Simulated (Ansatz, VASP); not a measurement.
**One calculation of Mg, two programs**

Contents of INCAR:

```
PREC     = Accurate       # precision mode
ENCUT    = 520            # plane-wave cutoff, eV
EDIFF    = 1E-6           # SCF threshold, eV
ISMEAR   = 0              # smearing method
SIGMA    = 0.15           # smearing width, eV
LREAL    = False          # projectors in reciprocal space
LASPH    = True           # aspherical terms in the spheres
NELM     = 60             # most SCF steps
ALGO     = Fast           # electronic algorithm
ISIF     = 2              # what is computed and relaxed
LWAVE    = False          # write WAVECAR
LCHARG   = False          # write CHGCAR
GGA      = PS             # functional
NBANDS   = 9              # bands
```

The input KPOINTS:

```
Automatic mesh
0
Gamma
  18 18 10
```

Contents of POSCAR:

```
Mg
1.0
    3.4499668974      0.0000000000      0.0000000000
   -1.7249834487      2.7793106748      0.0000000000
    0.0000000000      0.0000000000      5.2103300000
Mg
2
Direct
    0.3333333333      0.6666666667      0.2500000000
    0.6666666667      0.3333333333      0.7500000000
```

Input for Ansatz:

```yaml
crystal:
  lattice:
    - [3.4499668974, 0.0, 0.0]
    - [-1.7249834487, 2.7793106748, 0.0]
    - [0.0, 0.0, 5.21033]
  atoms:
    - { symbol: Mg, position: [0.3333333333, 0.6666666667, 0.25] }
    - { symbol: Mg, position: [0.6666666667, 0.3333333333, 0.75] }
basis:
  ecutwfc: 420
kpoints:
  mp_grid: { grid: [18, 18, 10] }
hamiltonian:
  xc: pbesol
scf:
  occupations: { method: gaussian, width: 0.15 }
output:
  forces: true
  stress: true
  eigenvalues: true
  write_density: true
  write_potential: true
  elf: true
  volumetric_format: npy
```

Change from the starting cell: strain +0.0750 x Voigt [1, 0, 0, 0, 0, 0], atoms carried along.

Alike in both runs: task single point; functional PBEsol; k mesh 18 × 18 × 10; occupations gaussian, width 0.15 eV; no spin polarisation.

```csv
,VASP,Ansatz
version,VASP 6.6.1,Ansatz 0.2.0
potentials or method,"VASP PAW PBE potentials, release 64 (Mg), cutoff 520 eV","scalar-relativistic, plane waves, PAW"
valence electrons in the cell,4,20
```

|  | VASP | Ansatz | Ansatz less VASP |
| --- | --- | --- | --- |
| gap on the k mesh at the Fermi level (eV) | none | none | - |
| pressure (GPa) | -3.1 | -3.0 | +0.07 |
| traceless stress, the component that is largest in VASP (GPa) | -1.27 | -1.27 | +0.005 |
| rms of the force components (eV/Å) | 0.030 | 0.029 | -0.0003 |

VASP's potentials were made for PBE, not for PBEsol. Atom by atom the forces differ by 0.000 eV/Å (rms over components). A gap of «none» marks a metal or a gap that the smearing closes. VASP's potentials hold 4 valence electrons a cell and Ansatz's 20, so a difference there can come from the potentials and not from the codes.
